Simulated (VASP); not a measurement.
Write the native input for VASP 6.6.1 that does the following.

| Quantity | Value |
| --- | --- |
| Task | relaxation of cell and atoms |
| Functional | PBE |
| Dispersion | D3(BJ) |
| Potentials or basis | VASP PAW PBE potentials, release 64 (W_sv, C) |
| Cutoff | 600 eV |
| k mesh | 10 × 10 × 10 |
| Occupations | fermi-dirac, width 0.05 eV |
| Spin | no spin polarisation |
| Dipole correction | no |
| Further INCAR settings | ALGO = Normal; EDIFF = 1e-07; IBRION = 2; EDIFFG = -0.01; NSW = 60; ISIF = 3 |

The structure of WC lies in POSCAR:

```
WC
1.0
    0.0000000000      2.1926840000      2.1926840000
    2.1926840000      0.0000000000      2.1926840000
    2.1926840000      2.1926840000      0.0000000000
W C
1 1
Direct
    0.0000000000      0.0000000000      0.0000000000
    0.5000000000      0.5000000000      0.5000000000
```

These files were run (other wordings do the same):

INCAR

```
SYSTEM = WC
ALGO = Normal ; EDIFF = 1E-7
EDIFFG = -0.01 ; ENCUT = 600
GGA = PE ; IBRION = 2
ISIF = 3 ; ISMEAR = -1
IVDW = 12 ; LASPH = .TRUE.
LCHARG = .FALSE. ; LREAL = .FALSE.
LWAVE = .FALSE. ; NELM = 80
NSW = 60 ; PREC = Accurate
SIGMA = 0.05
```

KPOINTS

```
k-points
0
G
  10 10 10
  0 0 0
```

Potentials or basis: VASP PAW PBE potentials, release 64 (W_sv, C).

Launch:

```sh
$ cat potpaw_PBE.64/W_sv/POTCAR potpaw_PBE.64/C/POTCAR > POTCAR
$ mpirun -np 1 vasp_std > vasp.out
```

Results of the run:

```yaml
Relaxed_volume: 10.32 Å³/atom
Relaxed_cell: a = 3.079 Å, b = 3.079 Å, c = 3.079 Å, α = 60.00°, β = 60.00°, γ = 60.00°
Space_group_after_relaxing_to_0.05_Å: Fm-3m (No. 225)
Energy_gained_by_relaxing: 5.7 meV/atom
Ionic_steps: 3
Pressure_after_relaxing: -0.2 GPa
Dispersion_energy_per_atom: -0.465 eV
```

It took 28 s on 1 thread of AMD EPYC 9R45 96-Core Processor (Zen 5), with other jobs on the host, peak memory 0.16 GiB.
